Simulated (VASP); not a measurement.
KRbF2: single point with PBE

Crystal: KRbF2.

```xyz
4
Lattice="1.9328 1.1159 6.3452 -1.9328 1.1159 6.3452 0.0000 -2.2318 6.3452" Properties=species:S:1:pos:R:3 pbc="T T T"
K     1.9328    1.1159    6.3452
Rb    0.0000    0.0000    9.5178
F     0.0000    0.0000    4.8518
F     0.0000    0.0000   14.1839
```

```yaml
Program: VASP 6.6.1
Task: single point
Functional: PBE
Potentials_or_basis: VASP PAW PBE potentials, release 64 (K_sv, Rb_sv, F)
Cutoff: 520 eV
k_mesh: 4 × 4 × 4
Occupations: gaussian, width 0.01 eV
Spin: no spin polarisation
Dipole_correction: no
Further_INCAR_settings: ALGO = Normal; EDIFF = 1e-07; NBANDS = 24
```

- Pressure: 1.8 GPa
- Largest force: 0.023 eV/Å
- Band gap on the k mesh: 5.98 eV

Forces on the atoms (eV/Å):
```
K    0.000  0.000  0.000
Rb   0.000  0.000  0.000
F    0.000  0.000 -0.023
F    0.000  0.000  0.023
```

Levels at points of the mesh, in eV from the valence-band top:
| k point | band 14 | band 15 | band 16 | band 17 | band 18 | band 19 |
| --- | --- | --- | --- | --- | --- | --- |
| (0.00, 0.00, 0.00) | -0.01 | -0.01 | 0.00 | 5.98 | 8.51 | 10.33 |
| (0.50, 0.00, 0.00) | -0.24 | -0.15 | -0.09 | 8.16 | 9.24 | 9.60 |
| (0.50, 0.50, 0.00) | -0.06 | -0.02 | 0.00 | 7.62 | 8.79 | 9.82 |
| (0.50, 0.50, 0.50) | -0.21 | -0.19 | -0.19 | 7.19 | 7.79 | 9.45 |

Run time: 2.2 min on 1 thread of AMD EPYC 7R13 (shared host), peak memory 0.32 GiB.

Caveat: the k points lie up to 0.48 Å⁻¹ apart. A k mesh can miss the band edges.
